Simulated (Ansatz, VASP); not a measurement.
One calculation of NaCl, two programs

The input INCAR:

```
SYSTEM = NaCl
ALGO = Normal ; EDIFF = 1E-6
ENCUT = 520 ; GGA = PE
ISIF = 2 ; ISMEAR = 0
LASPH = .TRUE. ; LCHARG = .FALSE.
LREAL = .FALSE. ; LWAVE = .FALSE.
NBANDS = 14 ; NELM = 60
PREC = Accurate ; SIGMA = 0.05
```

Contents of KPOINTS:

```
k-points
0
G
  12 12 12
  0 0 0
```

The input POSCAR:

```
NaCl
1.0
    3.4605029777      0.0000000000      0.0000000000
    0.0000000000      3.4605029777      0.0000000000
    0.0000000000      0.0000000000      3.4605029777
Na Cl
1 1
Direct
    0.0000000000      0.0000000000      0.0000000000
    0.5000000000      0.5000000000      0.5000000000
```

Input for Ansatz:

```yaml
crystal:
  lattice:
    - [3.4605029777, 0.0, 0.0]
    - [0.0, 3.4605029777, 0.0]
    - [0.0, 0.0, 3.4605029777]
  atoms:
    - { symbol: Na, position: [0.0, 0.0, 0.0] }
    - { symbol: Cl, position: [0.5, 0.5, 0.5] }
basis:
  ecutwfc: 420
  ecutrho_ratio: 4
kpoints:
  mp_grid: { grid: [12, 12, 12] }
hamiltonian:
  xc: pbe
scf:
  occupations: { method: gaussian, width: 0.05 }
output:
  forces: true
  stress: true
  eigenvalues: true
```

Alike in both runs: task single point; functional PBE; k mesh 12 × 12 × 12; occupations gaussian, width 0.05 eV; no spin polarisation.

```csv
,VASP,Ansatz
version,VASP 6.6.1,Ansatz 0.2.0
potentials or method,"VASP PAW PBE potentials, release 64 (Na_pv, Cl), cutoff 520 eV","scalar-relativistic, plane waves, PAW"
valence electrons in the cell,14,16
```

|  | VASP | Ansatz | Ansatz less VASP |
| --- | --- | --- | --- |
| gap on the k mesh at the Fermi level (eV) | 4.10 | 4.10 | 0.000 |
| least direct gap on the mesh (eV) | 4.62 | 4.62 | 0.000 |
| pressure (GPa) | 1.1 | 1.1 | +0.05 |

VASP's potentials hold 14 valence electrons a cell and Ansatz's 16, so a difference there can come from the potentials and not from the codes.
